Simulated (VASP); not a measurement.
Here is a VASP 6.6.1 calculation.

The input INCAR:

```
SYSTEM = C
  PREC = Accurate
  ENCUT = 520
  EDIFF = 1E-6
  ISMEAR = 0
  SIGMA = 0.05
  LREAL = Auto
  LASPH = .TRUE.
  NELM = 120
  ALGO = Normal
  ISIF = 2
  LWAVE = .FALSE.
  LCHARG = .FALSE.
  GGA = PS
  NELECT = 254.0
  NBANDS = 163
  GGA_COMPAT = .FALSE.
```

File KPOINTS:

```
regular mesh
0
G
  2 2 2
  0 0 0
```

File POSCAR:

```
C
1.0
    7.1400000000      0.0000000000      0.0000000000
    0.0000000000      7.1400000000      0.0000000000
    0.0000000000      0.0000000000      7.1400000000
C
63
Direct
    0.5008064426     -0.0005672269     -0.0000768908
    0.6260543417      0.1263144258      0.1240922969
    0.7502724090      0.2484575630     -0.0008123249
    0.8758500000      0.3744106443      0.1242512605
    0.7493715686      0.0021691877      0.2509260504
    0.8755071429      0.1268815126      0.3725887955
   -0.0006518207     -0.0017890756     -0.0017500000
    0.1254659664      0.1242984594      0.1240696078
    0.2506189076      0.2496634454      0.0002007003
    0.3768001401      0.3758285714      0.1264585434
    0.5022105042      0.5011551821      0.0030424370
    0.6288092437      0.6272921569      0.1294365546
    0.7512911765      0.7503890756      0.0002095238
    0.8753742297      0.8743763305      0.1259983193
    0.2511750700     -0.0002001401      0.2499633053
    0.3741949580      0.1266504202      0.3759554622
    0.5015509804      0.2515946779      0.2512602241
    0.6268235294      0.3776669468      0.3769936975
    0.7548264706      0.5037116246      0.2550033613
    0.8889991597      0.6172841737      0.3715233894
    0.5003987395      0.0026016807      0.4991246499
    0.6234264706      0.1266368347      0.6250789916
    0.7506170868      0.2513460784      0.5001749300
    0.8751196078      0.3755970588      0.6247682073
    0.7470851541     -0.0049841737      0.7419519608
    0.8736577031      0.1215903361      0.8716743697
    0.0006137255      0.4996037815     -0.0005518207
    0.1275826331      0.6249022409      0.1243445378
    0.2505789916      0.7488977591      0.0002906162
    0.3769768908      0.8748028011      0.1262861345
    0.0013677871      0.2506813725      0.2492572829
    0.1280138655      0.3734439776      0.3760747899
    0.2529770308      0.5008571429      0.2516214286
    0.3790166667      0.6262921569      0.3779795518
    0.5076260504      0.7533000000      0.2578191877
    0.6235952381      0.8898731092      0.3761162465
   -0.0051906162     -0.0041656863      0.4954252101
    0.1221648459      0.1215401961      0.6229761905
    0.2487834734      0.2477637255      0.5001612045
    0.3732189076      0.3726854342      0.6254392157
    0.5023794118      0.5012621849      0.5047670868
    0.6161495798      0.6142830532      0.6357672269
    0.8642012605      0.8709648459      0.6065163866
    0.2485606443     -0.0020123249      0.7488236695
    0.3744679272      0.1239586835      0.8749369748
    0.4995476190      0.2501295518      0.7510946779
    0.6261952381      0.3737826331      0.8776245098
    0.7475925770      0.4999918768      0.7500424370
    0.8746382353      0.6242616246      0.8734659664
    0.0015676471      0.7474039216      0.2510343137
    0.1257406162      0.8740861345      0.3733729692
    0.0022317927      0.4995257703      0.4980995798
    0.1255488796      0.6236920168      0.6247809524
    0.2512528011      0.7501455182      0.5006089636
    0.3761382353      0.8743967787      0.6250415966
   -0.0012796919      0.2477529412      0.7484264706
    0.1247588235      0.3734822129      0.8745812325
    0.2501266106      0.4990438375      0.7507183473
    0.3747728291      0.6249138655      0.8775247899
    0.5009836134      0.7466152661      0.7498175070
    0.6247878151      0.8734917367      0.8734004202
   -0.0055858543      0.7473893557      0.7424068627
    0.1229462185      0.8728446779      0.8723837535
```

Potentials or basis: VASP PAW PBE potentials, release 64 (C).

Launch:

```console
$ cat potpaw_PBE.64/C/POTCAR > POTCAR
$ mpirun -np 1 vasp_std > vasp.out
```

Task: Estimate the largest force.

Result: 2.538 eV/Å.

Forces on the atoms (eV/Å):
```
C    0.009 -0.024 -0.044
C    0.002 -0.044  0.008
C    0.020 -0.007 -0.008
C   -0.050 -0.044 -0.058
C   -0.048 -0.160  0.108
C   -0.032 -0.082  0.106
C   -0.012  0.009  0.056
C   -0.023 -0.019  0.016
C    0.007  0.006 -0.004
C   -0.018 -0.014 -0.031
C   -0.013 -0.009 -0.036
C   -0.047 -0.017 -0.032
C   -0.048 -0.039 -0.003
C   -0.037 -0.019  0.051
C   -0.041 -0.017  0.000
C   -0.019 -0.009 -0.007
C   -0.014 -0.040 -0.013
C   -0.046 -0.074 -0.054
C   -0.038 -0.128 -0.080
C   -0.134 -0.402 -0.133
C   -0.007 -0.116 -0.051
C    0.083 -0.090 -0.068
C   -0.016 -0.043 -0.024
C    0.025 -0.028  0.006
C    0.292  0.049  0.085
C    0.012  0.101  0.125
C   -0.034  0.044 -0.047
C   -0.070  0.004  0.005
C   -0.074  0.029 -0.081
C   -0.103 -0.044 -0.109
C   -0.032 -0.049  0.008
C   -0.009 -0.038 -0.018
C   -0.042 -0.009 -0.025
C   -0.063 -0.037 -0.066
C   -0.151  0.009 -0.120
C   -0.542 -0.142 -0.353
C    0.262  0.210  0.298
C    0.190  0.185 -0.016
C    0.042  0.043  0.000
C   -0.023 -0.020 -0.063
C   -0.095 -0.114 -0.068
C   -0.170 -0.274 -0.223
C    1.576  1.026  1.704
C    0.044  0.029 -0.011
C    0.030 -0.005 -0.002
C    0.029 -0.043 -0.037
C   -0.023 -0.019 -0.031
C   -0.005 -0.018 -0.118
C   -0.093  0.053 -0.071
C   -0.158  0.002  0.121
C   -0.035 -0.009  0.083
C   -0.071 -0.064 -0.029
C   -0.083  0.050 -0.107
C   -0.016 -0.028 -0.043
C   -0.001  0.013 -0.020
C    0.031  0.049  0.014
C   -0.001  0.043  0.000
C   -0.044  0.049 -0.035
C   -0.001 -0.014 -0.067
C    0.059  0.027 -0.161
C    0.062 -0.040 -0.038
C   -0.209  0.319 -0.218
C    0.012  0.044  0.027
```

Caveat: the k points lie up to 0.44 Å⁻¹ apart; the cell carries a net charge on a neutralising background, which shifts energy and pressure; the PAW data sets were made with another functional, which shifts forces and pressure a little.
